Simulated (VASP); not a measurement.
# Na (Im-3m) in VASP: further runs

Na is run at these levels: PBEsol; tasks: relaxation of cell and atoms.

All numbers are computed with VASP 6.6.1; they aren't measurements. Logs are shortened: lines on timing, memory, paths and dates and some standing lists are left out, and cuts for length are marked.

### Step 1. The cell of the first run

The structure is cubic, space group Im-3m (No. 229). The conventional cell has a = 4.282 Å, b = 4.282 Å, c = 4.282 Å, α = 90.00°, β = 90.00°, γ = 90.00°. Na (site symmetry m-3m) has 14 Na at 3.71 to 4.28 Å within 4.9 Å.

### Step 2. Relaxation of cell and atoms, PBEsol, target pressure 10 GPa, at which the enthalpy is minimised

INCAR reads:

```
SYSTEM = Na
PREC = Accurate ; ENCUT = 600
EDIFF = 1E-6 ; ISMEAR = -1
SIGMA = 0.05 ; LREAL = .FALSE.
LASPH = .TRUE. ; NELM = 80
ALGO = Normal ; ISIF = 3
LWAVE = .FALSE. ; LCHARG = .FALSE.
GGA = PS ; IBRION = 2
NSW = 60 ; EDIFFG = -0.01
PSTRESS = 100.0
```

KPOINTS reads:

```
Automatic mesh
0
G
  9 9 9
  0 0 0
```

POSCAR reads:

```
Na
1.0
   -2.1410000000      2.1410000000      2.1410000000
    2.1410000000     -2.1410000000      2.1410000000
    2.1410000000      2.1410000000     -2.1410000000
Na
1
Direct
    0.0000000000      0.0000000000      0.0000000000
```

Potentials or basis: VASP PAW PBE potentials, release 64 (Na_pv).

The run is started by

```console
$ cat potpaw_PBE.64/Na_pv/POTCAR > POTCAR
$ mpirun -np 1 vasp_std > vasp.out
```

OUTCAR:

```text
SYSTEM = Na
   PREC = Accurate
   ENCUT = 600
   EDIFF = 1E-6
   ISMEAR = -1
   LREAL = .FALSE.
   LASPH = .TRUE.
   NELM = 80
   ISIF = 3
   GGA = PS
   IBRION = 2
   NSW = 60
   EDIFFG = -0.01
   PSTRESS = 100.0

 ion  position               nearest neighbor table
   1  0.000  0.000  0.000-

  LATTYP: Found a body centered cubic cell.
 ALAT       =     4.2820000000

  Lattice vectors:

 A1 = (  -2.1410000000,   2.1410000000,   2.1410000000)
 A2 = (   2.1410000000,  -2.1410000000,   2.1410000000)
 A3 = (   2.1410000000,   2.1410000000,  -2.1410000000)

Analysis of symmetry for initial positions (statically):
=====================================================================
 Subroutine PRICEL returns:
 Original cell was already a primitive cell.

 Routine SETGRP: Setting up the symmetry group for a
 body centered cubic supercell.

 Subroutine GETGRP returns: Found 48 space group operations
[... 9 lines left out ...]

 Routine SETGRP: Setting up the symmetry group for a
 body centered cubic supercell.

 Subroutine GETGRP returns: Found 48 space group operations
[... 11 lines left out ...]
                                     Primitive cell

  volume of cell :      39.2564

  direct lattice vectors                    reciprocal lattice vectors
    -2.141000000  2.141000000  2.141000000     0.000000000  0.233535731  0.233535731
     2.141000000 -2.141000000  2.141000000     0.233535731  0.000000000  0.233535731
     2.141000000  2.141000000 -2.141000000     0.233535731  0.233535731  0.000000000

  length of vectors
     3.708320779  3.708320779  3.708320779     0.330269398  0.330269398  0.330269398

  position of ions in fractional coordinates (direct lattice)
     0.000000000  0.000000000  0.000000000

  ion indices of the primitive-cell ions
   primitive index   ion index
                 1           1

----------------------------------------------------------------------------------------

 KPOINTS: Automatic mesh

Automatic generation of k-mesh.
 Grid dimensions read from file:
 generate k-points for:    9    9    9

 Generating k-lattice:

  Cartesian coordinates                     Fractional coordinates (reciprocal lattice)
     0.000000000  0.025948415  0.025948415     0.111111111  0.000000000  0.000000000
     0.025948415  0.000000000  0.025948415     0.000000000  0.111111111  0.000000000
     0.025948415  0.025948415  0.000000000     0.000000000  0.000000000  0.111111111

  Length of vectors
     0.036696600  0.036696600  0.036696600

  Shift w.r.t. Gamma in fractional coordinates (k-lattice)
     0.000000000  0.000000000  0.000000000

 Subroutine IBZKPT returns following result:
 ===========================================

 Found     35 irreducible k-points:

 Following reciprocal coordinates:
            Coordinates               Weight
  0.000000  0.000000  0.000000      1.000000
  0.111111  0.000000  0.000000     12.000000
  0.222222  0.000000  0.000000     12.000000
  0.333333  0.000000  0.000000     12.000000
  0.444444  0.000000  0.000000     12.000000
  0.111111  0.111111  0.000000     24.000000
[... 16 lines left out ...]
 -0.333333  0.444444  0.111111     48.000000
 -0.444444 -0.444444  0.111111     24.000000
 [... further k-points ...]
   k-points           NKPTS =     35   k-points in BZ     NKDIM =     35   number of bands    NBANDS=      7
   number of dos      NEDOS =    301   number of ions     NIONS =      1
   total plane-waves  NPLWV =  27000
   dimension x,y,z NGX =    30 NGY =   30 NGZ =   30
   dimension x,y,z NGXF=    60 NGYF=   60 NGZF=   60
   ions per type =               1
   NGX,Y,Z   is equivalent  to a cutoff of  13.45, 13.45, 13.45 a.u.
   NGXF,Y,Z  is equivalent  to a cutoff of  26.90, 26.90, 26.90 a.u.
 SYSTEM =  Na
   PREC   = accura    normal or accurate (medium, high low for compatibility)
   ISTART =      0    job   : 0-new  1-cont  2-samecut
   ICHARG =      2    charge: 1-file 2-atom 10-const
   ISPIN  =      1    spin polarized calculation?
   LNONCOLLINEAR =      F non collinear calculations
   LSORBIT =      F    spin-orbit coupling
   LASPH  =      T    aspherical Exc in radial PAW
   ENCUT  =  600.0 eV  44.10 Ry    6.64 a.u.   7.41  7.41  7.41*2*pi/ulx,y,z
   NELM   =     80;   NELMIN=  2; NELMDL= -5     # of ELM steps
   EDIFF  = 0.1E-05   stopping-criterion for ELM
   LREAL  =      F    real-space projection
   EDIFFG = -.1E-01   stopping-criterion for IOM
   NSW    =     60    number of steps for IOM
   IBRION =      2    ionic relax: 0-MD 1-quasi-New 2-CG
   NFREE  =      1    steps in history (QN), initial steepest desc. (CG)
   ISIF   =      3    stress and relaxation
   ISYM   =      2    0-nonsym 1-usesym 2-fastsym
   POTIM  = 0.5000    time-step for ionic-motion
   TEBEG  =    0.0;   TEEND  =   0.0 temperature during run
   PSTRESS=  100.0 pullay stress
   NELECT =       7.0000    total number of electrons
   NUPDOWN=      -1.0000    fix difference up-down
   EMIN   =  10.00;   EMAX   =-10.00  energy-range for DOS
   EFERMI =   0.00;   METHOD = LEGACY
   ISMEAR =    -1;   SIGMA  =   0.05  broadening in eV -4-tet -1-fermi 0-gaus
   EFERMI_NEDOS =   21; number of points for ismear=-14 and -15
   IALGO  =     38    algorithm
   IMIX   =      4    mixing-type and parameters
     AMIX     =   0.40;   BMIX     =  1.00
     AMIX_MAG =   1.60;   BMIX_MAG =  1.00
  volume/ion in A,a.u.               =      39.26       264.91
  Fermi-wavevector in a.u.,A,eV,Ry     =   0.921448  1.741284 11.552251  0.849066
  Thomas-Fermi vector in A             =   2.046866
   LORBIT       =      0    0 simple, 1 ext, 2 COOP (PROOUT), +10 PAW based schemes
   GGA     = PS    functional components
   LHFCALC =     F    Hartree Fock is set to
   AEXX    =    0.0000 exact exchange contribution
   IVDW    =     0    specifies the selected vdW correction
   LEPSILON=     F    determine dielectric tensor
   LRPA    =     F    only Hartree local field effects (RPA)
 conjugate gradient relaxation of ions
 non-spin polarized calculation
  energy-cutoff  :      600.00
  volume of cell :       39.26
 maximum number of plane-waves:      1329
 NGX is ok and might be reduce to    30
   NGX = 15   NGY = 15   NGZ = 15

--------------------------------------- Ionic step        1  -------------------------------------------

 number of electron       7.0000007 magnetization

 Free energy of the ion-electron system (eV)
  ---------------------------------------------------
  ext. energy  EPLUGINS =         0.00000000
  ---------------------------------------------------
  free energy    TOTEN  =        -1.40073599 eV

  energy without entropy =       -1.39744132  energy(sigma->0) =       -1.39908866

------------------------ aborting loop because EDIFF is reached ----------------------------------------

  FORCE on cell =-STRESS in cart. coord.  units (eV):
  Direction    XX          YY          ZZ          XY          YZ          ZX
  --------------------------------------------------------------------------------------
  -------------------------------------------------------------------------------------
  Total       -0.1392198     -0.1392198     -0.1392198      0.0000000     -0.0000000      0.0000000
  in kB       -5.6820053     -5.6820053     -5.6820053      0.0000000     -0.0000000      0.0000000
  external PRESSURE =    -105.6820053 kB  Pullay stress =     100.0000000 kB
[... 90 lines left out ...]
  FREE ENERGIE OF THE ION-ELECTRON SYSTEM (eV)
  ---------------------------------------------------
  free  energy   TOTEN  =        -1.1594408077 eV

  energy  without entropy=       -1.1569103866  energy(sigma->0) =       -1.15817560

  enthalpy is  TOTEN    =         0.2659678271 eV   P V=        1.4254086348

[... ionic steps 4 to 12 ...]

--------------------------------------- Ionic step       13  -------------------------------------------

 number of electron       7.0000004 magnetization

------------------------ aborting loop because EDIFF is reached ----------------------------------------

  FORCE on cell =-STRESS in cart. coord.  units (eV):
  Direction    XX          YY          ZZ          XY          YZ          ZX
  --------------------------------------------------------------------------------------
  -------------------------------------------------------------------------------------
  Total        1.3497442      1.3497442      1.3497442      0.0000000      0.0000000     -0.0000000
  in kB       97.7685398     97.7685398     97.7685398      0.0000000      0.0000000     -0.0000000
  external PRESSURE =      -2.2314602 kB  Pullay stress =     100.0000000 kB
[... 59 lines left out ...]
  enthalpy is  TOTEN    =         0.2622074566 eV   P V=        1.3788574900

--------------------------------------- Ionic step       15  -------------------------------------------

 number of electron       7.0000004 magnetization

 Free energy of the ion-electron system (eV)
  ---------------------------------------------------
  ext. energy  EPLUGINS =         0.00000000
  ---------------------------------------------------
  free energy    TOTEN  =        -1.11331537 eV

  energy without entropy =       -1.11082576  energy(sigma->0) =       -1.11207056

 E-fermi :   2.2696     XC(G=0):  -8.0694

 val. band max:        2.1619803729   @ k =  -0.3333   0.4444   0.1111
 cond. band min:       2.4278909804   @ k =   0.4444   0.0000   0.0000
 fundamental gap:      0.2659106075
 Fermi energy:         2.2696273927

 k-point     1 :       0.0000    0.0000    0.0000
  band No.  band energies     occupation
      1     -22.3159      2.00000
      2     -22.3159      2.00000
      3     -22.3159      2.00000
      4      -2.2734      2.00000
      5      17.8011      0.00000
      6      17.8011      0.00000
      7      17.8011      0.00000
[... 221 lines left out ...]
 k-point    24 :      -0.4444   -0.4444    0.1111
  band No.  band energies     occupation
      1     -22.4950      2.00000
      2     -22.4069      2.00000
      3     -22.3464      2.00000
      4       3.9245      0.00000
      5       4.8559      0.00000
      6       9.6198      0.00000
      7      14.3555      0.00000

 [... further k-points ...]
[... 5 lines left out ...]
  --------------------------------------------------------------------------------------
  -------------------------------------------------------------------------------------
  Total        1.3658228      1.3658228      1.3658228     -0.0000000      0.0000000     -0.0000000
  in kB       99.2982319     99.2982319     99.2982319     -0.0000000      0.0000000     -0.0000000
  external PRESSURE =      -0.7017681 kB  Pullay stress =     100.0000000 kB
[... 16 lines left out ...]
  FREE ENERGIE OF THE ION-ELECTRON SYSTEM (eV)
  ---------------------------------------------------
  free  energy   TOTEN  =        -1.1133153677 eV

  energy  without entropy=       -1.1108257610  energy(sigma->0) =       -1.11207056

  enthalpy is  TOTEN    =         0.2621600597 eV   P V=        1.3754754274

 reached required accuracy - stopping structural energy minimisation
```

Run time: 72 s. Hardware: 1 thread of Intel Xeon Platinum 8259CL at 2.50GHz (Skylake/Cascade Lake), shared host; peak memory 0.16 GiB.

Results:

```
Free energy                                            : -1.1133 eV
Relaxed volume                                         : 22.04 Å³/atom
Relaxed cell                                           : a = 3.059 Å, b = 3.059 Å, c = 3.059 Å, α = 109.47°, β = 109.47°, γ = 109.47°
Space group after relaxing (to 0.05 Å)                 : Im-3m (No. 229)
Energy change on relaxing (the enthalpy is what falls) : +287.4 meV/atom
Ionic steps                                            : 15
Pressure after relaxing                                : 9.9 GPa
```

Step by step:
```csv
step,energy change (eV),largest force (eV/Å),pressure (GPa),volume (Å³)
1,0.0000,0.0000,-0.57,39.26
2,0.1028,0.0000,4.52,26.31
3,0.2413,0.0000,8.56,22.84
4,0.2978,0.0000,10.19,21.87
5,0.2802,0.0000,9.56,22.16
6,0.2805,0.0000,9.76,22.15
7,0.2808,0.0000,9.78,22.15
8,0.2808,0.0000,9.72,22.15
9,0.2809,0.0000,9.71,22.14
10,0.2810,0.0000,9.71,22.14
11,0.2812,0.0000,9.70,22.14
12,0.2816,0.0000,9.75,22.13
13,0.2824,0.0000,9.78,22.12
14,0.2841,0.0000,9.83,22.09
15,0.2874,0.0000,9.93,22.04
```

Final structure:
```
Na
1.0
    -1.76618    1.76618    1.76618
     1.76618   -1.76618    1.76618
     1.76618    1.76618   -1.76618
Na
1
Direct
  0.00000 0.00000 0.00000
```

Caveat: the cell is relaxed towards a set pressure, so the enthalpy falls and the energy may rise; the volume moved by over 15 % at a fixed basis, so the end points are rough; the PAW data sets were made with another functional, which shifts forces and pressure a little.

### Step 3. Relaxation of cell and atoms, PBEsol, target pressure 20 GPa, at which the enthalpy is minimised

INCAR reads:

```
SYSTEM = Na
PREC = Accurate
ENCUT = 600
EDIFF = 1E-6
ISMEAR = -1
SIGMA = 0.05
LREAL = .FALSE.
LASPH = .TRUE.
NELM = 100
ALGO = Normal
ISIF = 3
LWAVE = .FALSE.
LCHARG = .FALSE.
GGA = PS
IBRION = 2
NSW = 60
EDIFFG = -0.01
PSTRESS = 200.0
```

KPOINTS reads:

```
regular mesh
0
G
  9 9 9
  0 0 0
```

POSCAR is that of step 2.

Potentials or basis: VASP PAW PBE potentials, release 64 (Na_pv).

The run is started by

```console
$ cat potpaw_PBE.64/Na_pv/POTCAR > POTCAR
$ mpirun -np 1 vasp_std > vasp.out
```

It took 79 s on 1 thread of Intel Xeon Platinum 8259CL at 2.50GHz (Skylake/Cascade Lake), shared host; peak memory 0.16 GiB.

Results (log left out):

* Free energy: -0.7625 eV
* Relaxed volume: 18.12 Å³/atom
* Relaxed cell: a = 2.866 Å, b = 2.866 Å, c = 2.866 Å, α = 109.47°, β = 109.47°, γ = 109.47°
* Space group after relaxing (to 0.05 Å): Im-3m (No. 229)
* Energy change on relaxing (the enthalpy is what falls): +638.3 meV/atom
* Ionic steps: 18
* Pressure after relaxing: 20.0 GPa

The path:
| step | energy change (eV) | largest force (eV/Å) | pressure (GPa) | volume (Å³) |
| --- | --- | --- | --- | --- |
| 1 | 0.0000 | 0.0000 | -0.57 | 39.26 |
| 2 | 0.7901 | 0.0000 | 24.39 | 17.02 |
| 3 | 0.6530 | 0.0000 | 20.48 | 18.00 |
| 4 | 0.6130 | 0.0000 | 19.04 | 18.32 |
| 5 | 0.6138 | 0.0000 | 19.30 | 18.32 |
| 6 | 0.6158 | 0.0000 | 19.37 | 18.30 |
| 7 | 0.6159 | 0.0000 | 19.36 | 18.30 |
| 8 | 0.6160 | 0.0000 | 19.34 | 18.30 |
| 9 | 0.6162 | 0.0000 | 19.34 | 18.30 |
| 10 | 0.6167 | 0.0000 | 19.44 | 18.29 |
| 11 | 0.6176 | 0.0000 | 19.41 | 18.28 |
| 12 | 0.6195 | 0.0000 | 19.48 | 18.27 |
| 13 | 0.6232 | 0.0000 | 19.60 | 18.24 |
| 14 | 0.6307 | 0.0000 | 19.83 | 18.18 |
| 15 | 0.6460 | 0.0000 | 20.32 | 18.05 |
| 16 | 0.6361 | 0.0000 | 19.90 | 18.13 |
| 17 | 0.6412 | 0.0000 | 20.13 | 18.09 |
| 18 | 0.6383 | 0.0000 | 19.99 | 18.12 |

Final structure:
```yaml
crystal:
  lattice:
    - [-1.65450, 1.65450, 1.65450]
    - [1.65450, -1.65450, 1.65450]
    - [1.65450, 1.65450, -1.65450]
  atoms:
    - { symbol: Na, position: [0.00000, 0.00000, 0.00000] }
```

Levels at points of the mesh, in eV from the Fermi level:
| k point | band 1 | band 2 | band 3 | band 4 | band 5 | band 6 | band 7 |
| --- | --- | --- | --- | --- | --- | --- | --- |
| (0.00, 0.00, 0.00) | -24.71 | -24.71 | -24.71 | -5.14 | 17.14 | 17.14 | 17.14 |

Caveat: the cell is relaxed towards a set pressure, so the enthalpy falls and the energy may rise; the volume moved by over 15 % at a fixed basis, so the end points are rough; the PAW data sets were made with another functional, which shifts forces and pressure a little.
